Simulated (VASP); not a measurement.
The system is Ga2BAs3.

```
Ga B As
1.0
    -1.90014    1.90014    8.06162
     1.90014   -1.90014    8.06162
     1.90014    1.90014   -8.06162
Ga B As
2 1 3
Direct
  0.83333 0.83333 0.00000
  0.16667 0.16667 0.00000
  0.50000 0.50000 0.00000
  0.58333 0.08333 0.50000
  0.25000 0.75000 0.50000
  0.91667 0.41667 0.50000
```

```yaml
Program: VASP 6.6.1
Task: relaxation of cell and atoms
Functional: PBE
Potentials_or_basis: VASP PAW PBE potentials, release 64 (Ga_d, B, As)
Cutoff: 600 eV
k_mesh: 6 × 6 × 6
Occupations: gaussian, width 0.1 eV
Spin: no spin polarisation
```

At the start: pressure 6.1 GPa; volume 19.40 Å³/atom.

Where does the relaxation end?

Over 8 steps the energy falls by 151.5 meV/atom and the volume is 20.19 Å³/atom (+4.1 %); space group I-4m2 (No. 119, to 0.1 Å) before and after.

Step by step:
| step | energy change (eV) | largest force (eV/Å) | pressure (GPa) | volume (Å³) |
| --- | --- | --- | --- | --- |
| 1 | 0.0000 | 3.2082 | 6.07 | 116.43 |
| 2 | -0.6303 | 0.9071 | -3.71 | 129.25 |
| 3 | -0.6351 | 0.8662 | -3.14 | 128.09 |
| 4 | -0.8419 | 0.6769 | -1.06 | 123.27 |
| 5 | -0.8820 | 0.5372 | 0.64 | 120.19 |
| 6 | -0.9085 | 0.0278 | 0.10 | 120.95 |
| 7 | -0.9085 | 0.0424 | 0.08 | 120.97 |
| 8 | -0.9092 | 0.0138 | -0.01 | 121.16 |

Final structure:
```cif
data_structure
_symmetry_space_group_name_H-M 'P 1'
_symmetry_Int_Tables_number 1
_cell_length_a 8.7387
_cell_length_b 8.7387
_cell_length_c 8.7387
_cell_angle_alpha 154.762
_cell_angle_beta 154.762
_cell_angle_gamma 35.992
_cell_volume 121.16
loop_
_atom_site_label
_atom_site_type_symbol
_atom_site_fract_x
_atom_site_fract_y
_atom_site_fract_z
_atom_site_occupancy
Ga1 Ga 0.84044 0.84044 0.00000 1
Ga2 Ga 0.15956 0.15956 0.00000 1
B1 B 0.50000 0.50000 0.00000 1
As1 As 0.56796 0.06796 0.50000 1
As2 As 0.25000 0.75000 0.50000 1
As3 As 0.93204 0.43204 0.50000 1
```
